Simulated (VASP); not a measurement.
# LiH (I4/mmm) in VASP: a series of runs

LiH is run at these levels: LDA; tasks: single point.

Everything below comes from runs of VASP 6.6.1. Logs are shortened: lines on timing, memory, paths and dates and some standing lists are left out, and cuts for length are marked.

## Step 1: The cell of the first run

Symmetry: I4/mmm, No. 139, tetragonal system. The conventional cell has a = 3.104 Å, b = 3.104 Å, c = 3.740 Å, α = 90.00°, β = 90.00°, γ = 90.00°. Within 2.5 Å of Li (site symmetry 4/mmm) lie 6 H at 1.87 to 2.20 Å. Within 2.5 Å of H (site symmetry 4/mmm) lie 6 Li at 1.87 to 2.20 Å.

## Step 2: Single point, LDA (strain +0.080 along x and y, -0.080 along z)

File INCAR:

```
ALGO = Normal ; EDIFF = 1E-6
ENCUT = 520 ; ISIF = 2
ISMEAR = 0 ; LASPH = True
LCHARG = False ; LREAL = False
LWAVE = False ; NBANDS = 9
NELM = 80 ; PREC = Accurate
SIGMA = 0.05
```

File KPOINTS:

```
k-points
0
Gamma
  10 10 10
```

File POSCAR:

```
LiH
1.0
    0.0000000000      2.1951000000      1.8699000000
    2.1951000000      0.0000000000      1.8699000000
    2.1951000000      2.1951000000      0.0000000000
Li H
1 1
Direct
    0.0000000000      0.0000000000      0.0000000000
    0.5000000000      0.5000000000      0.5000000000
```

Potentials or basis: VASP PAW LDA potentials, release 64 (Li_sv, H).

Run with:

```console
cat potpaw_LDA.64/Li_sv/POTCAR potpaw_LDA.64/H/POTCAR > POTCAR
mpirun -np 1 vasp_std > vasp.out
```

OUTCAR:

```text
EDIFF = 1E-6
   ENCUT = 520
   ISIF = 2
   ISMEAR = 0
   LASPH = True
   LREAL = False
   NELM = 80
   PREC = Accurate

 ion  position               nearest neighbor table
   1  0.000  0.000  0.000-
   2  0.500  0.500  0.500-

  LATTYP: Found a body centered tetragonal cell.
 ALAT       =     3.1043401908
 C/A-ratio  =     1.2047004420

  Lattice vectors:

 A1 = (   0.0000000000,  -2.1951000000,  -1.8699000000)
 A2 = (   0.0000000000,   2.1951000000,  -1.8699000000)
 A3 = (   2.1951000000,   0.0000000000,   1.8699000000)

Analysis of symmetry for initial positions (statically):
=====================================================================
 Subroutine PRICEL returns:
 Original cell was already a primitive cell.

 Routine SETGRP: Setting up the symmetry group for a
 body centered tetragonal supercell.

 Subroutine GETGRP returns: Found 16 space group operations
 (whereof 16 operations were pure point group operations)
 out of a pool of 16 trial point group operations.

The static configuration has the point symmetry D_4h.

Analysis of symmetry for dynamics (positions and initial velocities):
=====================================================================
 Subroutine PRICEL returns:
 Original cell was already a primitive cell.

 Routine SETGRP: Setting up the symmetry group for a
 body centered tetragonal supercell.

 Subroutine GETGRP returns: Found 16 space group operations
 (whereof 16 operations were pure point group operations)
 out of a pool of 16 trial point group operations.

The dynamic configuration has the point symmetry D_4h.

 Subroutine INISYM returns: Found 16 space group operations
 (whereof 16 operations are pure point group operations),
 and found     1 'primitive' translations

----------------------------------------------------------------------------------------

                                     Primitive cell

  volume of cell :      18.0201

  direct lattice vectors                    reciprocal lattice vectors
     0.000000000  2.195100000  1.869900000    -0.227780056  0.227780056  0.267393978
     2.195100000  0.000000000  1.869900000     0.227780056 -0.227780056  0.267393978
     2.195100000  2.195100000  0.000000000     0.227780056  0.227780056 -0.267393978

  length of vectors
     2.883572441  2.883572441  3.104340191     0.418649074  0.418649074  0.418649074

  position of ions in fractional coordinates (direct lattice)
     0.000000000  0.000000000  0.000000000
     0.500000000  0.500000000  0.500000000

  ion indices of the primitive-cell ions
[... 76 lines left out ...]
   LREAL  =      F    real-space projection
   EDIFFG = 0.1E-04   stopping-criterion for IOM
   NSW    =      0    number of steps for IOM
   IBRION =     -1    ionic relax: 0-MD 1-quasi-New 2-CG
   NFREE  =      0    steps in history (QN), initial steepest desc. (CG)
   ISIF   =      2    stress and relaxation
   ISYM   =      2    0-nonsym 1-usesym 2-fastsym
   POTIM  = 0.5000    time-step for ionic-motion
   TEBEG  =    0.0;   TEEND  =   0.0 temperature during run
   PSTRESS=    0.0 pullay stress
   NELECT =       4.0000    total number of electrons
   NUPDOWN=      -1.0000    fix difference up-down
   EMIN   =  10.00;   EMAX   =-10.00  energy-range for DOS
   EFERMI =   0.00;   METHOD = LEGACY
   ISMEAR =     0;   SIGMA  =   0.05  broadening in eV -4-tet -1-fermi 0-gaus
   EFERMI_NEDOS =   21; number of points for ismear=-14 and -15
   IALGO  =     38    algorithm
   IMIX   =      4    mixing-type and parameters
     AMIX     =   0.40;   BMIX     =  1.00
     AMIX_MAG =   1.60;   BMIX_MAG =  1.00
  volume/ion in A,a.u.               =       9.01        60.80
  Fermi-wavevector in a.u.,A,eV,Ry     =   0.991233  1.873159 13.368312  0.982543
  Thomas-Fermi vector in A             =   2.122960
   LORBIT       =      0    0 simple, 1 ext, 2 COOP (PROOUT), +10 PAW based schemes
   GGA     = CA    functional components
   LHFCALC =     F    Hartree Fock is set to
   AEXX    =    0.0000 exact exchange contribution
   IVDW    =     0    specifies the selected vdW correction
   LEPSILON=     F    determine dielectric tensor
   LRPA    =     F    only Hartree local field effects (RPA)
 non-spin polarized calculation
 Gauss-broadening in eV      SIGMA  =   0.05
  energy-cutoff  :      520.00
  volume of cell :       18.02
 maximum number of plane-waves:       504
 NGX is ok and might be reduce to    24
   NGX = 11   NGY = 11   NGZ = 11

 number of electron       4.0000006 magnetization

 Free energy of the ion-electron system (eV)
  ---------------------------------------------------
  ext. energy  EPLUGINS =         0.00000000
  ---------------------------------------------------
  free energy    TOTEN  =        -6.38643518 eV

  energy without entropy =       -6.38643518  energy(sigma->0) =       -6.38643518

 E-fermi :   0.6836     XC(G=0):  -8.4197

 val. band max:        0.3798179267   @ k =   0.5000   0.5000   0.0000
 cond. band min:       1.7781633645   @ k =   0.5000   0.0000   0.5000
 fundamental gap:      1.3983454379
 Fermi energy:         0.6836111571

 k-point     1 :       0.0000    0.0000    0.0000
  band No.  band energies     occupation
      1     -43.8593      2.00000
      2      -5.4271      2.00000
      3      13.9823      0.00000
      4      15.3179      0.00000
      5      16.6156      0.00000
      6      16.6156      0.00000
      7      20.6878      0.00000
      8      20.6878      0.00000
      9      21.5049      0.00000
[... 265 lines left out ...]
 k-point    24 :       0.4000    0.3000    0.0000
  band No.  band energies     occupation
      1     -43.8146      2.00000
      2      -2.1043      2.00000
      3       6.9514      0.00000
      4       8.7615      0.00000
      5       9.1669      0.00000
      6      13.4869      0.00000
      7      15.2940      0.00000
      8      25.6472      0.00000
      9      26.7346      0.00000

 [... further k-points ...]
[... 5 lines left out ...]
  --------------------------------------------------------------------------------------
  -------------------------------------------------------------------------------------
  Total       -0.8188119     -0.8188119      0.1572108      0.0000000      0.0000000      0.0000000
  in kB      -72.8010667    -72.8010667     13.9777121      0.0000000      0.0000000      0.0000000
  external PRESSURE =     -43.8748071 kB  Pullay stress =       0.0000000 kB

 VOLUME and BASIS-vectors are now :
 -----------------------------------------------------------------------------
  energy-cutoff  :      520.00
  volume of cell :       18.02
      direct lattice vectors                 reciprocal lattice vectors
     0.000000000  2.195100000  1.869900000    -0.227780056  0.227780056  0.267393978
     2.195100000  0.000000000  1.869900000     0.227780056 -0.227780056  0.267393978
     2.195100000  2.195100000  0.000000000     0.227780056  0.227780056 -0.267393978

 POSITION                                       TOTAL-FORCE (eV/Angst)
 -----------------------------------------------------------------------------------
      0.00000      0.00000      0.00000         0.000000     -0.000000      0.000000
      2.19510      2.19510      1.86990        -0.000000      0.000000     -0.000000
 -----------------------------------------------------------------------------------
    total drift:                                0.000000     -0.000000     -0.000000

  FREE ENERGIE OF THE ION-ELECTRON SYSTEM (eV)
  ---------------------------------------------------
  free  energy   TOTEN  =        -6.3864351848 eV

  energy  without entropy=       -6.3864351848  energy(sigma->0) =       -6.38643518
```

OSZICAR:

```text
N       E                     dE             d eps       ncg     rms          rms(c)
DAV:   1    -0.193911771375E+01   -0.19391E+01   -0.14137E+03  1868   0.391E+02
DAV:   2    -0.658025347548E+01   -0.46411E+01   -0.45939E+01  2507   0.545E+01
DAV:   3    -0.665576651592E+01   -0.75513E-01   -0.75482E-01  2301   0.562E+00
DAV:   4    -0.665612473209E+01   -0.35822E-03   -0.35819E-03  2472   0.378E-01
DAV:   5    -0.665612649339E+01   -0.17613E-05   -0.17612E-05  2285   0.205E-02    0.284E+00
DAV:   6    -0.645056997800E+01    0.20556E+00   -0.19596E-01  2090   0.122E+00    0.137E+00
DAV:   7    -0.638550835474E+01    0.65062E-01   -0.21672E-01  2234   0.142E+00    0.212E-01
DAV:   8    -0.638649841184E+01   -0.99006E-03   -0.44367E-03  1982   0.443E-01    0.464E-02
DAV:   9    -0.638643517029E+01    0.63242E-04   -0.23357E-04  2447   0.537E-02    0.682E-03
DAV:  10    -0.638643518478E+01   -0.14493E-07   -0.52480E-06  2116   0.163E-02
   1 F= -.63864352E+01 E0= -.63864352E+01  d E =-.261772E-20
```

stdout:

```text
POSCAR found type information on POSCAR LiH
 POSCAR found :  2 types and       2 ions
 scaLAPACK will be used
 LDA part: xc-table for (Slater(with rela. corr.)+CA(PZ))
 , standard interpolation
 POSCAR, INCAR and KPOINTS ok, starting setup
 FFT: planning ... GRIDC
 FFT: planning ... GRID_SOFT
 FFT: planning ... GRID
 WAVECAR not read
 entering main loop
```

It took 6.2 s on 1 thread of Intel Xeon Platinum 8375C at 2.90GHz (Ice Lake), shared host; peak memory 0.12 GiB.

What came out:

```
Free energy            : -6.3864 eV
Band gap on the k mesh : 1.40 eV, indirect (least direct gap 2.48 eV)
```

Caveat: the cell differs from its parent crystal (strain +0.080 along x and y, -0.080 along z); the cutoff is under 1.25 times the usual one of these potentials, so pressure, stress and relaxed cells hold a basis-set (Pulay) error. A k mesh can miss the band edges.

## Step 3: Single point, LDA (strain +0.040 along x and y, -0.040 along z)

File INCAR:

```
PREC     = Accurate       # precision mode
ENCUT    = 520            # plane-wave cutoff, eV
EDIFF    = 1E-6           # SCF threshold, eV
ISMEAR   = 0              # smearing method
SIGMA    = 0.05           # smearing width, eV
LREAL    = F              # projectors in reciprocal space
LASPH    = T              # aspherical terms in the spheres
NELM     = 100            # most SCF steps
ALGO     = Normal         # electronic algorithm
ISIF     = 2              # what is computed and relaxed
LWAVE    = F              # write WAVECAR
LCHARG   = F              # write CHGCAR
GGA      = CA             # functional
NBANDS   = 9              # bands
```

File KPOINTS:

```
regular mesh
0
Gamma
  10 10 10
```

File POSCAR:

```
LiH
1.0
    0.0000000000      2.1138000000      1.9512000000
    2.1138000000      0.0000000000      1.9512000000
    2.1138000000      2.1138000000      0.0000000000
Li H
1 1
Direct
    0.0000000000      0.0000000000      0.0000000000
    0.5000000000      0.5000000000      0.5000000000
```

Potentials or basis: VASP PAW LDA potentials, release 64 (Li_sv, H).

Run with:

```console
cat potpaw_LDA.64/Li_sv/POTCAR potpaw_LDA.64/H/POTCAR > POTCAR
mpirun -np 1 vasp_std > vasp.out
```

It took 6.7 s on 1 thread of Intel Xeon Platinum 8375C at 2.90GHz (Ice Lake), shared host; peak memory 0.12 GiB.

Results (log left out):

```
Free energy            : -6.4417 eV
Band gap on the k mesh : 1.97 eV, indirect (least direct gap 2.55 eV)
```

Levels at points of the mesh, in eV from the valence-band top:
```csv
k point,band 1,band 2,band 3,band 4,band 5,band 6
"(0.00, 0.00, 0.00)",-43.91,-5.64,14.61,15.85,16.51,16.51
"(0.50, 0.00, 0.00)",-43.88,-2.92,4.10,12.17,14.22,16.07
"(0.50, 0.50, 0.00)",-43.86,0.00,3.01,8.86,8.86,12.05
"(0.50, 0.00, 0.50)",-43.87,-0.58,1.97,9.77,10.45,13.28
```

Caveat: the cell differs from its parent crystal (strain +0.040 along x and y, -0.040 along z); the cutoff is under 1.25 times the usual one of these potentials, so pressure, stress and relaxed cells hold a basis-set (Pulay) error.
